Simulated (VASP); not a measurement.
**MoS2: single point with PBE**

Crystal: MoS2.

```
Mo S
1.0
     3.18507    0.00000    0.00000
    -1.59253    2.75835    0.00000
     0.00000    0.00000   14.80800
Mo S
2 4
Direct
  0.66667 0.33333 0.25000
  0.33333 0.66667 0.75000
  0.66667 0.33333 0.64448
  0.33333 0.66667 0.35552
  0.66667 0.33333 0.85552
  0.33333 0.66667 0.14448
```

```yaml
Program: VASP 6.6.1
Task: single point
Functional: PBE
Potentials_or_basis: VASP PAW PBE potentials, release 64 (Mo_sv, S)
Cutoff: 520 eV
k_mesh: 12 × 12 × 2
Occupations: gaussian, width 0.02 eV
Spin: no spin polarisation
```

* Pressure: -0.1 GPa
* Largest force: 0.010 eV/Å
* Band gap on the k mesh: 1.46 eV, indirect (least direct gap 1.67 eV)

Forces in eV/Å, atoms in the order of the input:
```
Mo   0.000  0.000  0.000
Mo   0.000  0.000  0.000
S    0.000  0.000  0.010
S    0.000  0.000 -0.010
S    0.000  0.000 -0.010
S    0.000  0.000  0.010
```

Levels at points of the mesh, in eV from the valence-band top:
```csv
k point,band 23,band 24,band 25,band 26,band 27,band 28,band 29,band 30
"(0.00, 0.00, 0.00)",-1.70,-1.67,-0.39,0.00,2.55,2.55,2.55,2.55
"(0.50, 0.00, 0.00)",-1.19,-1.18,-0.84,-0.83,2.03,2.04,2.52,2.57
"(0.00, 0.00, 0.50)",-1.70,-1.70,-0.16,-0.16,2.55,2.55,2.55,2.55
"(0.50, 0.00, 0.50)",-1.18,-1.18,-0.83,-0.83,2.03,2.03,2.54,2.54
```

Run time: 2.6 min on 1 thread of Intel(R) Xeon(R) Platinum 8259CL CPU @ 2.50GHz (Skylake/Cascade Lake), on a shared host, peak memory 0.31 GiB.

Caveat: this functional lacks dispersion, which binds the layers, so the pressure and a relaxed spacing across them are unreliable. PBE gaps usually lie below the measured ones, often by a third to a half.
